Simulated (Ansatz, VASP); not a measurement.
ZnS in VASP and in Ansatz

The input INCAR:

```
SYSTEM = ZnS
PREC = Accurate
ENCUT = 520
EDIFF = 1E-6
ISMEAR = -1
SIGMA = 0.01
LREAL = .False.
LASPH = .True.
NELM = 100
ALGO = Normal
ISIF = 2
LWAVE = .False.
LCHARG = .True.
GGA = PS
LELF = .True.
LVHAR = .True.
NBANDS = 16
```

File KPOINTS:

```
Automatic mesh
0
Gamma
  9 9 9
  0 0 0
```

File POSCAR:

```
ZnS
1.0
    0.0000000000      2.6680961947      2.6680961947
    2.6680961947      0.0000000000      2.6680961947
    2.6680961947      2.6680961947      0.0000000000
Zn S
1 1
Direct
    0.0000000000      0.0000000000      0.0000000000
    0.7500000000      0.7500000000      0.7500000000
```

Input for Ansatz:

```yaml
crystal:
  lattice:
    - [0.0, 2.6680961947, 2.6680961947]
    - [2.6680961947, 0.0, 2.6680961947]
    - [2.6680961947, 2.6680961947, 0.0]
  atoms:
    - { symbol: Zn, position: [0.0, 0.0, 0.0] }
    - { symbol: S, position: [0.75, 0.75, 0.75] }
kpoints:
  mp_grid: { grid: [9, 9, 9] }
  band_path:
    path:
      - [0.0, 0.0, 0.0]
      - [-0.5, -0.5, 0.0]
      - [-0.375, -0.375, 0.25]
      - [-0.375, 0.0, 0.375]
      - [0.0, 0.0, 0.0]
      - [0.0, 0.0, 0.5]
      - [-0.5, -0.25, 0.25]
      - [-0.5, -0.5, 0.0]
    npoints: 5
scf:
  occupations: { method: fermi_dirac, width: 0.01 }
hamiltonian:
  xc: pbesol
  pseudopotentials: { kind: all_electron, lapw: { basis_error: 0.00025 } }
output:
  forces: true
  stress: true
  eigenvalues: true
```

Change from the starting cell: volume scaled by 0.96.

Alike in both runs: task single point; functional PBEsol; k mesh 9 × 9 × 9; occupations fermi-dirac, width 0.01 eV; no spin polarisation.

```csv
,VASP,Ansatz
version,VASP 6.6.1,Ansatz 0.2.0
potentials or method,"VASP PAW PBE potentials, release 64 (Zn, S), cutoff 520 eV","all-electron LAPW, scalar-relativistic"
```

Ansatz gave:

* gap on the k mesh at the Fermi level (eV): 2.14
* pressure (GPa): 0.9

Question: What did VASP give for the same quantities?

Answer: gap on the k mesh at the Fermi level (eV): 2.14; pressure (GPa): 1.1.

VASP's potentials were made for PBE, not for PBEsol. Ansatz ran all-electron here, and VASP with PAW potentials.
